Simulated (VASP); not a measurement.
# Sr3Zn2As4 (C2/m) in VASP: single point with PBE+U

Aim: the single point of Sr3Zn2As4 with PBE+U.

Program: VASP 6.6.1. These are calculated values, not measurements. Logs are shortened: lines on timing, memory, paths and dates and some standing lists are left out, and cuts for length are marked.

**1. The cell of the first run**

It takes space group C2/m (No. 12, monoclinic). Conventional cell: a = 16.138 Å, b = 4.324 Å, c = 7.014 Å, α = 90.00°, β = 112.94°, γ = 90.00°. Within 4.6 Å of Sr (site symmetry m) lie 8 As at 3.20 to 4.00 Å and 3 Zn at 3.41 to 3.42 Å and 7 Sr at 3.77 to 4.54 Å. Within 4.1 Å of Sr (site symmetry 2/m) lie 6 As at 3.08 to 3.13 Å and 4 Zn at 3.60 Å and 2 Sr at 3.77 Å. Within 3.6 Å of Zn (site symmetry m) lie 4 As at 2.56 to 2.60 Å and 2 Zn at 3.20 Å and 5 Sr at 3.41 to 3.60 Å. As (site symmetry m) has 3 Zn at 2.56 to 2.57 Å and 4 Sr at 3.08 to 3.28 Å within 3.4 Å. Within 3.4 Å of As (site symmetry m) lie 1 As at 2.51 Å and 1 Zn at 2.60 Å and 6 Sr at 3.13 to 3.34 Å.

**2. Single point, PBE+U**

The input, INCAR:

```
SYSTEM = Sr3Zn2As4
PREC = Accurate
ENCUT = 500
EDIFF = 1E-6
ISMEAR = -1
SIGMA = 0.1
LREAL = .FALSE.
LASPH = .TRUE.
NELM = 200
ALGO = Normal
ISIF = 2
LWAVE = .FALSE.
LCHARG = .FALSE.
LDAU = .TRUE.
LDAUTYPE = 2
LDAUL = -1 -1 1
LDAUU = 0 0 3.38
LDAUJ = 0 0 0
LDAUPRINT = 1
GGA = PE
NBANDS = 47
GGA_COMPAT = .FALSE.
```

The input, KPOINTS:

```
Automatic mesh
0
G
  4 4 4
  0 0 0
```

The input, POSCAR:

```
Sr3Zn2As4
1.0
    0.0000000000      4.3236988168      0.0000000000
    8.0691220112     -2.1618494084     -0.0154762133
    2.7217327203      0.0000000000     -6.4638962919
Sr Zn As
3 2 4
Direct
    0.1421998066      0.2843996133      0.4275156377
    0.8578001934      0.7156003867      0.5724843623
    0.0000000000      0.0000000000      0.0000000000
    0.3270977556      0.6541955113      0.9710235955
    0.6729022444      0.3458044887      0.0289764045
    0.2073319626      0.4146639253      0.8152817372
    0.7926680374      0.5853360747      0.1847182628
    0.4894302542      0.9788605084      0.6869363554
    0.5105697458      0.0211394916      0.3130636446
```

Potentials or basis: VASP PAW PBE potentials, release 64 (Sr_sv, Zn, As).

On the command line:

```
cat potpaw_PBE.64/Sr_sv/POTCAR potpaw_PBE.64/Zn/POTCAR potpaw_PBE.64/As/POTCAR > POTCAR
mpirun -np 1 vasp_std > vasp.out
```

OUTCAR:

```text
SYSTEM = Sr3Zn2As4
   PREC = Accurate
   ENCUT = 500
   EDIFF = 1E-6
   ISMEAR = -1
   LREAL = .FALSE.
   LASPH = .TRUE.
   NELM = 200
   ISIF = 2
   GGA = PE

 ion  position               nearest neighbor table
   1  0.142  0.284  0.428-   7 3.20   7 3.20   8 3.25   8 3.25   6 3.28   9 3.34   9 3.34   5 3.41
                             5 3.41   4 3.42   3 3.77   6 4.00   2 4.30   3 4.43   2 4.54   2 4.54
   2  0.858  0.716  0.572-   6 3.20   6 3.20   9 3.25   9 3.25   7 3.28   8 3.34   8 3.34   4 3.41
                             4 3.41   5 3.42   3 3.77   7 4.00   1 4.30   3 4.43   1 4.54   1 4.54
   3  0.000  0.000  0.000-   6 3.08   7 3.08   9 3.13   8 3.13   9 3.13   8 3.13   5 3.60   4 3.60
                             4 3.60   5 3.60   2 3.77   1 3.77   2 4.43   1 4.43
   4  0.327  0.654  0.971-   6 2.56   7 2.57   7 2.57   8 2.60   2 3.41   2 3.41   1 3.42   3 3.60
                             3 3.60
   5  0.673  0.346  0.029-   7 2.56   6 2.57   6 2.57   9 2.60   1 3.41   1 3.41   2 3.42   3 3.60
                             3 3.60
   6  0.207  0.415  0.815-   4 2.56   5 2.57   5 2.57   3 3.08   2 3.20   2 3.20   1 3.28   1 4.00

   7  0.793  0.585  0.185-   5 2.56   4 2.57   4 2.57   3 3.08   1 3.20   1 3.20   2 3.28   2 4.00

   8  0.489  0.979  0.687-   9 2.51   4 2.60   3 3.13   3 3.13   1 3.25   1 3.25   2 3.34   2 3.34

   9  0.511  0.021  0.313-   8 2.51   5 2.60   3 3.13   3 3.13   2 3.25   2 3.25   1 3.34   1 3.34

  LATTYP: Found a base centered monoclinic cell.
 ALAT       =    16.1382737051
 B/A-ratio  =     0.2679158190
 C/A-ratio  =     0.4345906537
 COS(beta)  =    -0.3898350927

  Lattice vectors:

 A1 = (  -8.0691220112,  -2.1618494084,   0.0154762133)
 A2 = (  -8.0691220112,   2.1618494084,   0.0154762133)
 A3 = (   2.7217327203,   0.0000000000,  -6.4638962919)

Analysis of symmetry for initial positions (statically):
=====================================================================
 Subroutine PRICEL returns:
 Original cell was already a primitive cell.

 Routine SETGRP: Setting up the symmetry group for a
 base centered monoclinic supercell.

 Subroutine GETGRP returns: Found  4 space group operations
 (whereof  4 operations were pure point group operations)
 out of a pool of  4 trial point group operations.

The static configuration has the point symmetry C_2h.

Analysis of symmetry for dynamics (positions and initial velocities):
=====================================================================
 Subroutine PRICEL returns:
 Original cell was already a primitive cell.

 Routine SETGRP: Setting up the symmetry group for a
[... 131 lines left out ...]
   NUPDOWN=      -1.0000    fix difference up-down
   EMIN   =  10.00;   EMAX   =-10.00  energy-range for DOS
   EFERMI =   0.00;   METHOD = LEGACY
   ISMEAR =    -1;   SIGMA  =   0.10  broadening in eV -4-tet -1-fermi 0-gaus
   EFERMI_NEDOS =   21; number of points for ismear=-14 and -15
   IALGO  =     38    algorithm
   IMIX   =      4    mixing-type and parameters
     AMIX     =   0.40;   BMIX     =  1.00
     AMIX_MAG =   1.60;   BMIX_MAG =  1.00
  volume/ion in A,a.u.               =      25.04       168.96
  Fermi-wavevector in a.u.,A,eV,Ry     =   1.129476  2.134400 17.357170  1.275716
  Thomas-Fermi vector in A             =   2.266170
   LORBIT       =      0    0 simple, 1 ext, 2 COOP (PROOUT), +10 PAW based schemes
 LDA+U is selected, type is set to LDAUTYPE =  2
   angular momentum for each species LDAUL =    -1   -1    1
   U (eV)           for each species LDAUU =   0.0  0.0  3.4
   J (eV)           for each species LDAUJ =   0.0  0.0  0.0
   GGA     = PE    functional components
   LHFCALC =     F    Hartree Fock is set to
   AEXX    =    0.0000 exact exchange contribution
   IVDW    =     0    specifies the selected vdW correction
   LEPSILON=     F    determine dielectric tensor
   LRPA    =     F    only Hartree local field effects (RPA)
 non-spin polarized calculation
  energy-cutoff  :      500.00
  volume of cell :      225.33
 maximum number of plane-waves:      5746
   NGX = 15   NGY = 31   NGZ = 25

 number of electron      73.9999984 magnetization

 Free energy of the ion-electron system (eV)
  ---------------------------------------------------
  ext. energy  EPLUGINS =         0.00000000
  ---------------------------------------------------
  free energy    TOTEN  =       -25.66803534 eV

  energy without entropy =      -25.63350188  energy(sigma->0) =      -25.65076861

 E-fermi :   3.6191     XC(G=0):  -9.4855

 val. band max:        3.5841905694   @ k =   0.0000   0.2500   0.2500
 cond. band min:       3.6870291302   @ k =   0.0000   0.0000   0.5000
 fundamental gap:      0.1028385607
 Fermi energy:         3.6190881083

 k-point     1 :       0.0000    0.0000    0.0000
  band No.  band energies     occupation
      1     -31.9086      2.00000
      2     -31.9030      2.00000
      3     -31.6681      2.00000
      4     -14.0968      2.00000
      5     -14.0666      2.00000
      6     -13.9868      2.00000
[... 1189 lines left out ...]
     46       7.0399      0.00000
     47       7.1104      0.00000

------------------------ aborting loop because EDIFF is reached ----------------------------------------

  FORCE on cell =-STRESS in cart. coord.  units (eV):
  Direction    XX          YY          ZZ          XY          YZ          ZX
  --------------------------------------------------------------------------------------
  -------------------------------------------------------------------------------------
  Total        3.7900885      2.9919820      4.1859655      0.0000000      0.0000000      0.2612676
  in kB       26.9485067     21.2737640     29.7632945      0.0000000      0.0000000      1.8576801
  external PRESSURE =      25.9951884 kB  Pullay stress =       0.0000000 kB

 VOLUME and BASIS-vectors are now :
 -----------------------------------------------------------------------------
  energy-cutoff  :      500.00
  volume of cell :      225.33
      direct lattice vectors                 reciprocal lattice vectors
     0.000000000  4.323698817  0.000000000     0.062014692  0.231283455  0.026112334
     8.069122011 -2.161849408 -0.015476213     0.124029385  0.000000000  0.052224668
     2.721732720  0.000000000 -6.463896292    -0.000296958  0.000000000 -0.154830492

 POSITION                                       TOTAL-FORCE (eV/Angst)
 -----------------------------------------------------------------------------------
      3.45844     -0.00000     -2.76782        -0.034212     -0.000000      0.191448
      7.33242      2.16185     -3.71155         0.034212      0.000000     -0.191448
      0.00000      0.00000      0.00000        -0.000000      0.000000      0.000000
      7.92165     -0.00000     -6.28672         0.112193     -0.000000      0.125269
      2.86920      2.16185     -0.19265        -0.112193      0.000000     -0.125269
      5.56495     -0.00000     -5.27631        -0.283494      0.000000      0.374064
      5.22590      2.16185     -1.20306         0.283494     -0.000000     -0.374064
      9.76820      0.00000     -4.45543         0.343695     -0.000000     -0.302928
      1.02265      2.16185     -2.02394        -0.343695      0.000000      0.302928
 -----------------------------------------------------------------------------------
    total drift:                               -0.000000     -0.000000     -0.000000

  FREE ENERGIE OF THE ION-ELECTRON SYSTEM (eV)
  ---------------------------------------------------
  free  energy   TOTEN  =       -25.6680353372 eV

  energy  without entropy=      -25.6335018841  energy(sigma->0) =      -25.65076861
```

OSZICAR:

```text
N       E                     dE             d eps       ncg     rms          rms(c)
DAV:   1     0.581565239484E+03    0.58157E+03   -0.32303E+04  2256   0.153E+03
DAV:   2     0.423058137591E+02   -0.53926E+03   -0.52121E+03  2284   0.371E+02
DAV:   3    -0.235339427006E+02   -0.65840E+02   -0.64663E+02  3069   0.123E+02
DAV:   4    -0.263364229767E+02   -0.28025E+01   -0.27860E+01  3240   0.219E+01
DAV:   5    -0.264642867481E+02   -0.12786E+00   -0.12774E+00  3378   0.390E+00    0.312E+01
DAV:   6    -0.256752792100E+02    0.78901E+00   -0.35643E+00  3009   0.268E+01    0.179E+01
DAV:   7    -0.256802961989E+02   -0.50170E-02   -0.18400E+00  2762   0.894E+00    0.289E+00
DAV:   8    -0.256696076997E+02    0.10688E-01   -0.13650E-01  3200   0.298E+00    0.802E-01
DAV:   9    -0.256672095935E+02    0.23981E-02   -0.26303E-02  2976   0.644E-01    0.328E-01
DAV:  10    -0.256677765432E+02   -0.56695E-03   -0.34532E-03  2928   0.232E-01    0.116E-01
DAV:  11    -0.256679703666E+02   -0.19382E-03   -0.35077E-04  3240   0.729E-02    0.505E-02
DAV:  12    -0.256680283152E+02   -0.57949E-04   -0.67899E-05  2824   0.371E-02    0.132E-02
DAV:  13    -0.256680347116E+02   -0.63964E-05   -0.83495E-06  2456   0.150E-02    0.417E-03
DAV:  14    -0.256680353372E+02   -0.62565E-06   -0.14156E-06  1992   0.671E-03
   1 F= -.25668035E+02 E0= -.25650769E+02  d E =-.345335E-01
```

Run time: 3.6 min. Hardware: 1 thread of Intel Xeon Platinum 8375C at 2.90GHz (Ice Lake), shared host; peak memory 0.45 GiB.

Results:

```yaml
Free_energy: -25.6680 eV
Pressure: 2.6 GPa
Largest_force: 0.469 eV/Å
Band_gap_on_the_k_mesh: 0.10 eV (least direct gap 0.35 eV)
```

Forces on the atoms (eV/Å):
```
Sr  -0.034  0.000  0.191
Sr   0.034  0.000 -0.191
Sr   0.000  0.000  0.000
Zn   0.112  0.000  0.125
Zn  -0.112  0.000 -0.125
As  -0.283  0.000  0.374
As   0.283  0.000 -0.374
As   0.344  0.000 -0.303
As  -0.344  0.000  0.303
```

Caveat: the U is typed as a test and isn't derived for this compound.
